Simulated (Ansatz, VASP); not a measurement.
# Co: VASP beside Ansatz

```
Co
1.0
     2.45486    0.00000    0.00000
    -1.22743    2.12597    0.00000
     0.00000    0.00000    7.95504
Co
4
Direct
  0.00000 0.00000 0.00000
  0.00000 0.00000 0.50000
  0.33333 0.66667 0.25000
  0.66667 0.33333 0.75000
```

Alike in both runs: task single point; functional PBEsol; k mesh 16 × 16 × 5; occupations fermi-dirac, width 0.05 eV; collinear spin.

|  | VASP | Ansatz |
| --- | --- | --- |
| version | VASP 6.6.1 | Ansatz 0.2.0 |
| potentials or method | VASP PAW PBE potentials, release 64 (Co), cutoff 520 eV | plane waves (420 eV) with PAW, scalar-relativistic |
| valence electrons in the cell | 36 | 68 |

Ansatz gave:

* pressure (GPa): 0.3
* traceless stress, the component that is largest in VASP (GPa): 0.29
* net moment per atom (μB): 1.59
* size of the moment on the site where the two differ most (μB): 1.66

**Question.** Estimate VASP's values.

**Answer.** Pressure (GPa): -0.6; traceless stress, the component that is largest in VASP (GPa): 0.28; net moment per atom (μB): 1.58; size of the moment on the site where the two differ most (μB): 1.60.

VASP's potentials were made for PBE, not for PBEsol, and Ansatz warns of the same on its side. Site moments also hang on the region over which each program counts them. With one functional, cell and mesh, what is left measures potentials, basis and numerics. VASP's potentials hold 36 valence electrons a cell and Ansatz's 68, so a difference there can come from the potentials and not from the codes.
